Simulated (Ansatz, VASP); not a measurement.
**Two plane-wave programs on Si7Ge**

```
CELL_PARAMETERS angstrom
5.45918 0.00000 0.00000
0.00000 5.45918 0.00000
0.00000 0.00000 5.32270
ATOMIC_POSITIONS crystal
Si 0.25260 0.25260 0.25260
Si 0.00000 0.50000 0.50000
Si 0.50000 0.50000 0.00000
Si 0.50000 0.00000 0.50000
Si 0.74740 0.25260 0.74740
Si 0.74740 0.74740 0.25260
Si 0.25260 0.74740 0.74740
Ge 0.00000 0.00000 0.00000
```

Change from the starting cell: strain +0.000 along x and y, -0.025 along z, atoms carried along.

Alike in both runs: task single point; functional PBEsol; k mesh 6 × 6 × 6; occupations gaussian, width 0.03 eV; no spin polarisation.

|  | VASP | Ansatz |
| --- | --- | --- |
| version | VASP 6.6.1 | Ansatz 0.2.0 |
| potentials or method | VASP PAW PBE potentials, release 64 (Si, Ge_d), cutoff 520 eV | scalar-relativistic, plane waves, PAW |
| valence electrons in the cell | 42 | 42 |

Ansatz gave:

```
gap on the k mesh at the Fermi level (eV)                     : 0.10
least direct gap on the mesh (eV)                             : 0.10
pressure (GPa)                                                : 2.4
traceless stress, the component that is largest in VASP (GPa) : 1.47
rms of the force components (eV/Å)                            : 0.004
```

Question: Estimate VASP's values.

Answer: gap on the k mesh at the Fermi level (eV): 0.09; least direct gap on the mesh (eV): 0.09; pressure (GPa): 2.5; traceless stress, the component that is largest in VASP (GPa): 1.47; rms of the force components (eV/Å): 0.006.

VASP's potentials were made for PBE, not for PBEsol. Atom by atom the forces differ by 0.004 eV/Å (rms over components).
